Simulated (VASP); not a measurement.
Wanted: the native input for a VASP 6.6.1 run.

```yaml
Task: single point
Functional: PBE
Potentials_or_basis: VASP PAW PBE potentials, release 64 (Bi_d, Se)
Cutoff: 500 eV
k_mesh: 6 × 6 × 6
Occupations: gaussian, width 0.01 eV
Spin: no spin polarisation
Dipole_correction: no
Further_INCAR_settings: ALGO = Normal; EDIFF = 1e-06; NBANDS = 32
```

The structure of Bi2Se3 lies in POSCAR:

```
Bi2Se3
1.0
    2.0715000000      1.1959810826      9.5453333333
   -2.0715000000      1.1959810826      9.5453333333
    0.0000000000     -2.3919621653      9.5453333333
Bi Se
2 3
Direct
    0.4007996667      0.4007996667      0.4007996667
    0.5992003333      0.5992003333      0.5992003333
    0.0000000000      0.0000000000      0.0000000000
    0.2117003333      0.2117003333      0.2117003333
    0.7882996667      0.7882996667      0.7882996667
```

The input as run:

INCAR

```
SYSTEM = Bi2Se3
PREC = Accurate
ENCUT = 500
EDIFF = 1E-6
ISMEAR = 0
SIGMA = 0.01
LREAL = .FALSE.
LASPH = .TRUE.
NELM = 120
ALGO = Normal
ISIF = 2
LWAVE = .FALSE.
LCHARG = .FALSE.
GGA = PE
NBANDS = 32
GGA_COMPAT = .FALSE.
```

KPOINTS

```
Automatic mesh
0
G
  6 6 6
  0 0 0
```

Potentials or basis: VASP PAW PBE potentials, release 64 (Bi_d, Se).

Run with:

```sh
$ cat potpaw_PBE.64/Bi_d/POTCAR potpaw_PBE.64/Se/POTCAR > POTCAR
$ mpirun -np 1 vasp_std > vasp.out
```

It gave:

| Item | Value |
| --- | --- |
| Pressure | 2.6 GPa |
| Largest force | 0.192 eV/Å |
| Band gap on the k mesh | 0.22 eV |

Caveat: spin-orbit coupling is left out, which moves the levels of the heavy elements.

It took 17 min on 1 thread of Intel(R) Xeon(R) Platinum 8259CL CPU @ 2.50GHz (Skylake/Cascade Lake), on a shared host, peak memory 0.74 GiB.
